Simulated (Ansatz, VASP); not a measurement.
**In3SbAs2 in VASP and in Ansatz**

```
CELL_PARAMETERS angstrom
4.48101 0.00000 0.00000
-2.24050 3.88066 0.00000
0.00000 0.00000 10.99113
ATOMIC_POSITIONS crystal
In 0.00000 0.00000 0.00025
In 0.33333 0.66667 0.67895
In 0.66667 0.33333 0.31995
Sb 0.33333 0.66667 0.41821
As 0.00000 0.00000 0.75587
As 0.66667 0.33333 0.07677
```

Alike in both runs: functional PBE; k mesh 12 × 12 × 4; occupations gaussian, width 0.1 eV; no spin polarisation.

Ansatz relaxed the structure, and its values are those at the end. VASP's run is a single point on that final structure, the one shown.

|  | VASP | Ansatz |
| --- | --- | --- |
| version | VASP 6.6.1 | Ansatz 0.2.0 |
| potentials or method | VASP PAW PBE potentials, release 64 (In_d, Sb, As), cutoff 520 eV | scalar-relativistic, plane waves, PAW |
| valence electrons in the cell | 54 | 84 |

Ansatz gave:

- gap on the k mesh at the Fermi level (eV): none
- pressure (GPa): 0.0
- rms of the force components (eV/Å): 0.002

Which values does VASP return?

gap on the k mesh at the Fermi level (eV): none; pressure (GPa): 0.0; rms of the force components (eV/Å): 0.004.

A gap of «none» marks a metal or a gap that the smearing closes. With one functional, cell and mesh, what is left measures potentials, basis and numerics. VASP's potentials hold 54 valence electrons a cell and Ansatz's 84, so a difference there can come from the potentials and not from the codes.

Neither program's run includes spin-orbit coupling.
